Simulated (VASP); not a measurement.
Input of a VASP 6.6.1 run:

Contents of INCAR:

```
PREC = Accurate
ENCUT = 600
EDIFF = 1E-7
ISMEAR = 0
SIGMA = 0.1
LREAL = F
LASPH = T
NELM = 60
ALGO = Normal
ISIF = 3
LWAVE = F
LCHARG = F
GGA = PE
IBRION = 2
NSW = 90
EDIFFG = -0.04
```

The input KPOINTS:

```
regular mesh
0
Gamma
  6 6 4
```

File POSCAR:

```
La5O
1.0
    5.3892244811      0.0000000000      0.0000000000
   -2.6946122406      4.6672053073      0.0000000000
    0.0000000000      0.0000000000      6.5045462233
La O
5 1
Direct
    0.0000000000      0.0000000000      0.5000000000
    0.3333333333      0.6666666667      0.7691331962
    0.6666666667      0.3333333333      0.7691331962
    0.6666666667      0.3333333333      0.2308668038
    0.3333333333      0.6666666667      0.2308668038
    0.0000000000      0.0000000000      0.0000000000
```

Potentials or basis: VASP PAW PBE potentials, release 64 (La, O).

Command:

```bash
$ cat potpaw_PBE.64/La/POTCAR potpaw_PBE.64/O/POTCAR > POTCAR
$ mpirun -np 1 vasp_std > vasp.out
```

(1) Estimate the relaxed volume.

(2) What does it give for the band gap on the k mesh?

(3) Estimate the relaxed cell.

(4) Predict the space group after relaxing (to 0.1 Å).

Results:

(1) 28.20 Å³/atom.

(2) zero (an odd number of electrons rules out a gap without spin polarisation).

(3) a = 5.384 Å, b = 5.384 Å, c = 6.739 Å, α = 90.00°, β = 90.00°, γ = 120.00°.

(4) P6/mmm (No. 191).

Caveat: spin-orbit coupling is left out, which moves the levels of the heavy elements.
